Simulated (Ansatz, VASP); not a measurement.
**Two plane-wave programs on C**

```
C
1.0
     0.00000    1.78340    1.75665
     1.78340    0.00000    1.75665
     1.78340    1.78340    0.00000
C
2
Direct
  0.50000 0.50000 0.50000
  0.75000 0.75000 0.75000
```

Change from the starting cell: strain +0.000 along x and y, -0.015 along z, atoms carried along.

Alike in both runs: task single point; functional PBE; k mesh 12 × 12 × 12; occupations gaussian, width 0.05 eV; no spin polarisation.

```csv
,VASP,Ansatz
version,VASP 6.6.1,Ansatz 0.2.0
potentials or method,"VASP PAW PBE potentials, release 64 (C), cutoff 520 eV","scalar-relativistic, plane waves, PAW"
valence electrons in the cell,8,8
```

|  | VASP | Ansatz | Ansatz less VASP |
| --- | --- | --- | --- |
| gap on the k mesh at the Fermi level (eV) | 3.80 | 3.81 | +0.005 |
| least direct gap on the mesh (eV) | 5.36 | 5.36 | +0.004 |
| pressure (GPa) | 9.3 | 8.6 | -0.74 |
| traceless stress, the component that is largest in VASP (GPa) | 9.37 | 9.38 | +0.006 |
